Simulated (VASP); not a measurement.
Write the native input for VASP 6.6.1 that does the following.

| Quantity | Value |
| --- | --- |
| Task | single point |
| Functional | PBEsol |
| Potentials or basis | VASP PAW PBE potentials, release 64 (B, N) |
| Cutoff | 520 eV |
| k mesh | 12 × 12 × 4 |
| Occupations | gaussian, width 0.05 eV |
| Spin | no spin polarisation |
| Dipole correction | no |
| Further INCAR settings | ALGO = Normal; EDIFF = 1e-07; NBANDS = 16 |

The structure of BN lies in POSCAR:

```
BN
1.0
    2.4422122757      0.0000000000      0.0000000000
   -1.2211061379      2.1150178722      0.0000000000
    0.0000000000      0.0000000000      6.8611396944
B N
2 2
Direct
    0.3333333333      0.6666666667      0.2500000000
    0.6666666667      0.3333333333      0.7500000000
    0.3333333333      0.6666666667      0.7500000000
    0.6666666667      0.3333333333      0.2500000000
```

This cell differs from its parent crystal: volume 8.860 Å^3 an atom, c/a of the conventional cell 2.8094.

The input as run:

INCAR

```
  PREC = Accurate
  ENCUT = 520
  EDIFF = 1E-7
  ISMEAR = 0
  SIGMA = 0.05
  LREAL = False
  LASPH = True
  NELM = 100
  ALGO = Normal
  ISIF = 2
  LWAVE = False
  LCHARG = False
  GGA = PS
  NBANDS = 16
```

KPOINTS

```
regular mesh
0
Gamma
  12 12 4
```

Potentials or basis: VASP PAW PBE potentials, release 64 (B, N).

The run is started by

```console
$ cat potpaw_PBE.64/B/POTCAR potpaw_PBE.64/N/POTCAR > POTCAR
$ mpirun -np 1 vasp_std > vasp.out
```

It gave:

```
Pressure               : 20.0 GPa
Band gap on the k mesh : 4.34 eV, indirect (least direct gap 4.77 eV)
```

Caveat: the PAW data sets were made with another functional, which shifts forces and pressure a little; this functional lacks dispersion, which binds the layers, so the pressure and a relaxed spacing across them are unreliable.

Run time: 34 s on 1 thread of Intel(R) Xeon(R) Platinum 8259CL CPU @ 2.50GHz (Skylake/Cascade Lake), on a shared host, peak memory 0.15 GiB.
